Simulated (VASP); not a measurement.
# Ti3O4: single point with PBEsol

The system is Ti3O4.

```xyz
7
Lattice="2.9128 -4.0304 0.0000 2.9128 4.0304 0.0000 0.0000 0.0000 2.9690" Properties=species:S:1:pos:R:3 pbc="T T T"
Ti    0.0000    0.0891    1.4845
Ti    1.5381   -2.0685    0.0000
Ti    1.3748    1.9619    0.0000
O     4.4437   -0.0561    0.0000
O     2.9128    2.0258    1.4845
O     1.3819   -0.0561    0.0000
O     2.9128   -1.8614    1.4845
```

This cell differs from its parent crystal: atoms displaced along a vibrational mode.

- Program: VASP 6.6.1
- Task: single point
- Functional: PBEsol
- Potentials or basis: VASP PAW PBE potentials, release 64 (Ti_sv, O)
- Cutoff: 520 eV
- k mesh: 8 × 8 × 14
- Occupations: gaussian, width 0.15 eV
- Spin: no spin polarisation

The pressure is 0.8 GPa, the largest force is 0.291 eV/Å and the band gap on the k mesh is zero (bands 30 and 31 overlap by 0.92 eV).

Forces on the atoms (eV/Å):
```
Ti   0.000 -0.119  0.000
Ti  -0.033 -0.037  0.000
Ti   0.033 -0.037  0.000
O    0.267  0.115  0.000
O    0.000 -0.035  0.000
O   -0.267  0.115  0.000
O    0.000  0.000  0.000
```

Stress tensor (GPa, compression positive):
```
-1.26  0.00  0.00
 0.00  4.13  0.00
 0.00  0.00 -0.43
```

Levels at points of the mesh, in eV from the Fermi level:
| k point | band 28 | band 29 | band 30 | band 31 | band 32 | band 33 |
| --- | --- | --- | --- | --- | --- | --- |
| (0.00, 0.00, 0.00) | -3.65 | -2.49 | -0.29 | 0.20 | 0.63 | 1.05 |
| (0.50, 0.00, 0.00) | -3.89 | -1.10 | 0.03 | 0.15 | 0.60 | 0.74 |
| (0.50, 0.50, 0.00) | -4.23 | -2.27 | 0.24 | 0.75 | 0.82 | 0.87 |
| (0.00, 0.00, 0.50) | -4.74 | -0.30 | -0.06 | 0.92 | 1.04 | 1.25 |
| (0.50, 0.00, 0.50) | -4.42 | -0.90 | -0.82 | 0.64 | 0.88 | 1.46 |
| (0.50, 0.50, 0.50) | -4.66 | -2.19 | -1.99 | 1.23 | 1.74 | 1.80 |

Wall time 8.1 min on 1 thread of Intel(R) Xeon(R) Platinum 8488C (Sapphire Rapids), on a shared host, peak memory 0.44 GiB.

Caveat: the cell differs from its parent crystal (atoms displaced along a vibrational mode); the stress differs along the axes, from -1 to 4 GPa; the PAW data sets were made with another functional, which shifts forces and pressure a little; semilocal functionals often make such compounds metallic where correlation or magnetic order opens a gap, which also shifts bond lengths.
